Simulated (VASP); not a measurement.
Pb: single point with PBE

Pb:

```xyz
1
Lattice="0.0000 2.4750 2.4750 2.4750 0.0000 2.4750 2.4750 2.4750 0.0000" Properties=species:S:1:pos:R:3 pbc="T T T"
Pb    0.0000    0.0000    0.0000
```

```json
{
 "Program": "VASP 6.6.1",
 "Task": "single point",
 "Functional": "PBE",
 "Potentials or basis": "VASP PAW PBE potentials, release 64 (Pb_d)",
 "Cutoff": "520 eV",
 "k mesh": "12 × 12 × 12",
 "Occupations": "fermi-dirac, width 0.15 eV",
 "Spin": "no spin polarisation",
 "Dipole correction": "no",
 "Further INCAR settings": "ALGO = Normal; EDIFF = 1e-06; NBANDS = 13"
}
```

* Pressure: 2.6 GPa
* Band gap on the k mesh: zero (band 7 reaches 14.70 eV, above the bottom of band 8 at 5.74 eV)

Levels at points of the mesh, in eV from the Fermi level:
```tsv
k point	band 3	band 4	band 5	band 6	band 7	band 8	band 9	band 10	band 11	band 12
(0.00, 0.00, 0.00)	-17.10	-16.96	-16.96	-11.79	7.39	7.39	7.39	9.73	11.31	12.45
(0.50, 0.00, 0.00)	-17.09	-16.83	-16.83	-8.16	-4.24	5.55	5.55	9.21	9.43	11.17
(0.50, 0.50, 0.00)	-16.84	-16.79	-16.79	-6.75	-3.30	2.02	2.02	5.35	6.62	18.22
```

Wall time 38 s on 1 thread of Intel(R) Xeon(R) Platinum 8259CL CPU @ 2.50GHz (Skylake/Cascade Lake), with other jobs on the host, peak memory 0.17 GiB.

Caveat: spin-orbit coupling is left out, which moves the levels of the heavy elements.
